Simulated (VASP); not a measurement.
# TiO2 (P4_2/mnm) in VASP: relaxation of cell and atoms with r2SCAN

Aim: the relaxation of cell and atoms of TiO2 with r2SCAN.

Everything below comes from runs of VASP 6.6.1. Logs are shortened: lines on timing, memory, paths and dates and some standing lists are left out, and cuts for length are marked.

### 1 The cell of the first run

It takes space group P4_2/mnm (No. 136, tetragonal). Conventional cell: a = 4.594 Å, b = 4.594 Å, c = 2.959 Å, α = 90.00°, β = 90.00°, γ = 90.00°. Within 2.6 Å of Ti (site symmetry mmm) lie 6 O at 1.94 to 1.99 Å. Within 2.6 Å of O (site symmetry m2m) lie 3 Ti at 1.94 to 1.99 Å and 1 O at 2.52 Å.

### 2 Relaxation of cell and atoms, r2SCAN

Input file POSCAR:

```
TiO2
1.0
    4.5940000000      0.0000000000      0.0000000000
    0.0000000000      4.5940000000      0.0000000000
    0.0000000000      0.0000000000      2.9590000000
Ti O
2 4
Direct
    0.0000000000      0.0000000000      0.0000000000
    0.5000000000      0.5000000000      0.5000000000
    0.3060000000      0.3060000000      0.0000000000
    0.1940000000      0.8060000000      0.5000000000
    0.6940000000      0.6940000000      0.0000000000
    0.8060000000      0.1940000000      0.5000000000
```

Input file INCAR.step1:

```
  PREC = Accurate
  ENCUT = 600
  ISMEAR = 0
  SIGMA = 0.02
  LREAL = F
  LASPH = T
  NELM = 60
  GGA = PE
  ALGO = Normal
  EDIFF = 1E-4
  LWAVE = T
  LCHARG = F
```

Input file INCAR.step2:

```
  PREC = Accurate
  ENCUT = 600
  EDIFF = 1E-6
  ISMEAR = 0
  SIGMA = 0.02
  LREAL = F
  LASPH = T
  NELM = 60
  ALGO = Normal
  ISIF = 3
  LWAVE = F
  LCHARG = F
  METAGGA = R2SCAN
  LMIXTAU = T
  IBRION = 2
  NSW = 100
  EDIFFG = -0.005
  ISTART = 1
```

Input file KPOINTS:

```
regular mesh
0
Gamma
  6 6 10
```

Potentials or basis: VASP PAW PBE potentials, release 64 (Ti_sv, O).

Command:

```
$ cat potpaw_PBE.64/Ti_sv/POTCAR potpaw_PBE.64/O/POTCAR > POTCAR
$ cp INCAR.step1 INCAR
$ mpirun -np 1 vasp_std > vasp.out
$ cp INCAR.step2 INCAR
$ mpirun -np 1 vasp_std > vasp.out
```

OUTCAR:

```text
PREC = Accurate
   ENCUT = 600
   EDIFF = 1E-6
   ISMEAR = 0
   LREAL = F
   LASPH = T
   NELM = 60
   ISIF = 3
   METAGGA = R2SCAN
   IBRION = 2
   NSW = 100
   EDIFFG = -0.005
   ISTART = 1

 ion  position               nearest neighbor table
   1  0.000  0.000  0.000-   4 1.94   6 1.94   4 1.94   6 1.94   5 1.99   3 1.99
   2  0.500  0.500  0.500-   3 1.94   5 1.94   3 1.94   5 1.94   4 1.99   6 1.99
   3  0.306  0.306  0.000-   2 1.94   2 1.94   1 1.99
   4  0.194  0.806  0.500-   1 1.94   1 1.94   2 1.99
   5  0.694  0.694  0.000-   2 1.94   2 1.94   1 1.99
   6  0.806  0.194  0.500-   1 1.94   1 1.94   2 1.99

  LATTYP: Found a simple tetragonal cell.
 ALAT       =     4.5940000000
 C/A-ratio  =     0.6441010013

  Lattice vectors:

 A1 = (   4.5940000000,   0.0000000000,   0.0000000000)
 A2 = (   0.0000000000,   4.5940000000,   0.0000000000)
 A3 = (   0.0000000000,   0.0000000000,   2.9590000000)

Analysis of symmetry for initial positions (statically):
=====================================================================
 Subroutine PRICEL returns:
 Original cell was already a primitive cell.

 Routine SETGRP: Setting up the symmetry group for a
 simple tetragonal supercell.

 Subroutine GETGRP returns: Found 16 space group operations
 (whereof  8 operations were pure point group operations)
 out of a pool of 16 trial point group operations.

The static configuration has the point symmetry D_2h.
 The point group associated with its full space group is D_4h.

Analysis of symmetry for dynamics (positions and initial velocities):
=====================================================================
 Subroutine PRICEL returns:
 Original cell was already a primitive cell.

 Routine SETGRP: Setting up the symmetry group for a
 simple tetragonal supercell.

 Subroutine GETGRP returns: Found 16 space group operations
 (whereof  8 operations were pure point group operations)
 out of a pool of 16 trial point group operations.

The dynamic configuration has the point symmetry D_2h.
 The point group associated with its full space group is D_4h.

 Subroutine INISYM returns: Found 16 space group operations
 (whereof  8 operations are pure point group operations),
 and found     1 'primitive' translations

----------------------------------------------------------------------------------------

                                     Primitive cell

  volume of cell :      62.4492

  direct lattice vectors                    reciprocal lattice vectors
     4.594000000  0.000000000  0.000000000     0.217675229  0.000000000  0.000000000
     0.000000000  4.594000000  0.000000000     0.000000000  0.217675229  0.000000000
     0.000000000  0.000000000  2.959000000     0.000000000  0.000000000  0.337952011

  length of vectors
     4.594000000  4.594000000  2.959000000     0.217675229  0.217675229  0.337952011

  position of ions in fractional coordinates (direct lattice)
     0.000000000  0.000000000  0.000000000
     0.500000000  0.500000000  0.500000000
     0.306000000  0.306000000  0.000000000
     0.194000000  0.806000000  0.500000000
     0.694000000  0.694000000  0.000000000
     0.806000000  0.194000000  0.500000000

  ion indices of the primitive-cell ions
   primitive index   ion index
                 1           1
                 2           2
                 3           3
                 4           4
                 5           5
                 6           6

----------------------------------------------------------------------------------------

 KPOINTS: regular mesh

Automatic generation of k-mesh.
 Grid dimensions read from file:
 generate k-points for:    6    6   10

 Generating k-lattice:

  Cartesian coordinates                     Fractional coordinates (reciprocal lattice)
     0.036279205  0.000000000  0.000000000     0.166666667  0.000000000  0.000000000
     0.000000000  0.036279205  0.000000000     0.000000000  0.166666667  0.000000000
     0.000000000  0.000000000  0.033795201     0.000000000  0.000000000  0.100000000

  Length of vectors
     0.036279205  0.036279205  0.033795201

  Shift w.r.t. Gamma in fractional coordinates (k-lattice)
     0.000000000  0.000000000  0.000000000

 Subroutine IBZKPT returns following result:
 ===========================================

 Found     60 irreducible k-points:

 Following reciprocal coordinates:
            Coordinates               Weight
  0.000000  0.000000  0.000000      1.000000
  0.166667  0.000000  0.000000      4.000000
  0.333333  0.000000  0.000000      4.000000
  0.500000  0.000000  0.000000      2.000000
  0.166667  0.166667  0.000000      4.000000
  0.333333  0.166667  0.000000      8.000000
[... 16 lines left out ...]
  0.333333  0.000000  0.200000      8.000000
  0.500000  0.000000  0.200000      4.000000
 [... further k-points ...]
   k-points           NKPTS =     60   k-points in BZ     NKDIM =     60   number of bands    NBANDS=     28
   number of dos      NEDOS =    301   number of ions     NIONS =      6
   total plane-waves  NPLWV =  38400
   dimension x,y,z NGX =    40 NGY =   40 NGZ =   24
   dimension x,y,z NGXF=    80 NGYF=   80 NGZF=   48
   ions per type =               2   4
   NGX,Y,Z   is equivalent  to a cutoff of  14.48, 14.48, 13.48 a.u.
   NGXF,Y,Z  is equivalent  to a cutoff of  28.95, 28.95, 26.97 a.u.
 SYSTEM =  unknown system
   PREC   = accura    normal or accurate (medium, high low for compatibility)
   ISTART =      1    job   : 0-new  1-cont  2-samecut
   ICHARG =      0    charge: 1-file 2-atom 10-const
   ISPIN  =      1    spin polarized calculation?
   LNONCOLLINEAR =      F non collinear calculations
   LSORBIT =      F    spin-orbit coupling
   LASPH  =      T    aspherical Exc in radial PAW
   ENCUT  =  600.0 eV  44.10 Ry    6.64 a.u.   9.18  9.18  5.91*2*pi/ulx,y,z
   NELM   =     60;   NELMIN=  2; NELMDL=  0     # of ELM steps
   EDIFF  = 0.1E-05   stopping-criterion for ELM
   LREAL  =      F    real-space projection
   EDIFFG = -.5E-02   stopping-criterion for IOM
   NSW    =    100    number of steps for IOM
   IBRION =      2    ionic relax: 0-MD 1-quasi-New 2-CG
   NFREE  =      1    steps in history (QN), initial steepest desc. (CG)
   ISIF   =      3    stress and relaxation
   ISYM   =      2    0-nonsym 1-usesym 2-fastsym
   POTIM  = 0.5000    time-step for ionic-motion
   TEBEG  =    0.0;   TEEND  =   0.0 temperature during run
   PSTRESS=    0.0 pullay stress
   NELECT =      48.0000    total number of electrons
   NUPDOWN=      -1.0000    fix difference up-down
   EMIN   =  10.00;   EMAX   =-10.00  energy-range for DOS
   EFERMI =   0.00;   METHOD = LEGACY
   ISMEAR =     0;   SIGMA  =   0.02  broadening in eV -4-tet -1-fermi 0-gaus
   EFERMI_NEDOS =   21; number of points for ismear=-14 and -15
   IALGO  =     38    algorithm
   IMIX   =      4    mixing-type and parameters
     AMIX     =   0.40;   BMIX     =  1.00
     AMIX_MAG =   1.60;   BMIX_MAG =  1.00
  volume/ion in A,a.u.               =      10.41        70.24
  Fermi-wavevector in a.u.,A,eV,Ry     =   1.499614  2.833860 30.597370  2.248843
  Thomas-Fermi vector in A             =   2.611221
   LORBIT       =      0    0 simple, 1 ext, 2 COOP (PROOUT), +10 PAW based schemes
   METAGGA = R2SCAN    functional components
   LHFCALC =     F    Hartree Fock is set to
   AEXX    =    0.0000 exact exchange contribution
   IVDW    =     0    specifies the selected vdW correction
   LEPSILON=     F    determine dielectric tensor
   LRPA    =     F    only Hartree local field effects (RPA)
 conjugate gradient relaxation of ions
 non-spin polarized calculation
 Gauss-broadening in eV      SIGMA  =   0.02
  energy-cutoff  :      600.00
  volume of cell :       62.45
 maximum number of plane-waves:      2104
 NGX is ok and might be reduce to    40
   NGX = 19   NGY = 19   NGZ = 11

--------------------------------------- Ionic step        1  -------------------------------------------

 number of electron      47.9999988 magnetization

 Free energy of the ion-electron system (eV)
  ---------------------------------------------------
  ext. energy  EPLUGINS =         0.00000000
  ---------------------------------------------------
  free energy    TOTEN  =       -69.80241738 eV

  energy without entropy =      -69.80241738  energy(sigma->0) =      -69.80241738

------------------------ aborting loop because EDIFF is reached ----------------------------------------

  FORCE on cell =-STRESS in cart. coord.  units (eV):
  Direction    XX          YY          ZZ          XY          YZ          ZX
  --------------------------------------------------------------------------------------
  -------------------------------------------------------------------------------------
  Total        0.4882576      0.4882576      0.5191831      0.0000000      0.0000000      0.0000000
  in kB       12.5265842     12.5265842     13.3199976      0.0000000      0.0000000      0.0000000
  external PRESSURE =      12.7910553 kB  Pullay stress =       0.0000000 kB
[... 145 lines left out ...]
  energy  without entropy=      -69.8072985594  energy(sigma->0) =      -69.80729856

--------------------------------------- Ionic step        5  -------------------------------------------

 number of electron      47.9999987 magnetization

 Free energy of the ion-electron system (eV)
  ---------------------------------------------------
  ext. energy  EPLUGINS =         0.00000000
  ---------------------------------------------------
  free energy    TOTEN  =       -69.80731863 eV

  energy without entropy =      -69.80731863  energy(sigma->0) =      -69.80731863

 E-fermi :   4.7834     XC(G=0): -12.1352

 val. band max:        4.5095822119   @ k =   0.0000   0.0000   0.0000
 cond. band min:       6.7244161089   @ k =   0.0000   0.0000   0.0000
 fundamental gap:      2.2148338970
 Fermi energy:         4.7834470846

 k-point     1 :       0.0000    0.0000    0.0000
  band No.  band energies     occupation
      1     -54.6545      2.00000
      2     -54.6370      2.00000
      3     -29.9168      2.00000
      4     -29.9168      2.00000
      5     -29.7415      2.00000
      6     -29.7415      2.00000
[... 733 lines left out ...]
     27       7.9953      0.00000
     28       7.9953      0.00000

 [... further k-points ...]
[... 5 lines left out ...]
  --------------------------------------------------------------------------------------
  -------------------------------------------------------------------------------------
  Total        0.0156062      0.0156062      0.0238286      0.0000000      0.0000000      0.0000000
  in kB        0.3991437      0.3991437      0.6094397      0.0000000      0.0000000      0.0000000
  external PRESSURE =       0.4692424 kB  Pullay stress =       0.0000000 kB
[... 21 lines left out ...]
  FREE ENERGIE OF THE ION-ELECTRON SYSTEM (eV)
  ---------------------------------------------------
  free  energy   TOTEN  =       -69.8073186299 eV

  energy  without entropy=      -69.8073186299  energy(sigma->0) =      -69.80731863

 reached required accuracy - stopping structural energy minimisation
```

Run time: 27 min. Hardware: 1 thread of Oxide Virtual Turin-like, shared host; peak memory 0.25 GiB.

What came out:

```
Free energy                           : -69.8073 eV
Relaxed volume                        : 10.44 Å³/atom
Relaxed cell                          : a = 4.600 Å, b = 4.600 Å, c = 2.960 Å, α = 90.00°, β = 90.00°, γ = 90.00°
Space group after relaxing (to 0.1 Å) : P4_2/mnm (No. 136)
Energy gained by relaxing             : 0.8 meV/atom
Ionic steps                           : 5
Pressure after relaxing               : 0.0 GPa
Band gap on the k mesh                : 2.21 eV
```

Step by step:
```
step  energy change (eV)  largest force (eV/Å)  pressure (GPa)  volume (Å³)
   1              0.0000                0.2218            1.28        62.45
   2             -0.0005                0.0705           -2.27        63.20
   3             -0.0039                0.0680           -0.61        62.84
   4             -0.0049                0.0087            0.10        62.62
   5             -0.0049                0.0014            0.05        62.64
```

Final structure:
```cif
data_structure
_symmetry_space_group_name_H-M 'P 1'
_symmetry_Int_Tables_number 1
_cell_length_a 4.6002
_cell_length_b 4.6002
_cell_length_c 2.9602
_cell_angle_alpha 90.000
_cell_angle_beta 90.000
_cell_angle_gamma 90.000
_cell_volume 62.64
loop_
_atom_site_label
_atom_site_type_symbol
_atom_site_fract_x
_atom_site_fract_y
_atom_site_fract_z
_atom_site_occupancy
Ti1 Ti 0.00000 0.00000 0.00000 1
Ti2 Ti 0.50000 0.50000 0.50000 1
O1 O 0.30455 0.30455 0.00000 1
O2 O 0.19545 0.80455 0.50000 1
O3 O 0.69545 0.69545 0.00000 1
O4 O 0.80455 0.19545 0.50000 1
```

Caveat: the PAW data sets were made with another functional, which shifts forces and pressure a little. A k mesh can miss the band edges.
